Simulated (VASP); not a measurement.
A run of VASP 6.6.1:

The input INCAR:

```
  PREC = Accurate
  ENCUT = 500
  EDIFF = 1E-6
  ISMEAR = 0
  SIGMA = 0.01
  LREAL = False
  LASPH = True
  NELM = 120
  ALGO = Normal
  ISIF = 2
  LWAVE = False
  LCHARG = False
  GGA = PE
  NBANDS = 15
  GGA_COMPAT = False
```

Contents of KPOINTS:

```
Automatic mesh
0
Gamma
  4 4 4
```

The input POSCAR:

```
CsI
1.0
    4.6267950494      0.0000000000      0.0000000000
    0.0000000000      4.6267950494      0.0000000000
    0.0000000000      0.0000000000      4.6267950494
Cs I
1 1
Direct
    0.0000000000      0.0000000000      0.0000000000
    0.5000000000      0.5000000000      0.5000000000
```

Potentials or basis: VASP PAW PBE potentials, release 64 (Cs_sv, I).

Launch:

```console
$ cat potpaw_PBE.64/Cs_sv/POTCAR potpaw_PBE.64/I/POTCAR > POTCAR
$ mpirun -np 1 vasp_std > vasp.out
```

Hardware: 1 thread of Intel(R) Xeon(R) 6975P-C (Granite Rapids) (shared host).

**Question.** How long does it take, and how much memory?

**Answer.** It took 9.8 s on 1 thread of Intel(R) Xeon(R) 6975P-C (Granite Rapids), on a shared host, peak memory 0.2 GiB. Counts: scf iterations 13, k points 10.
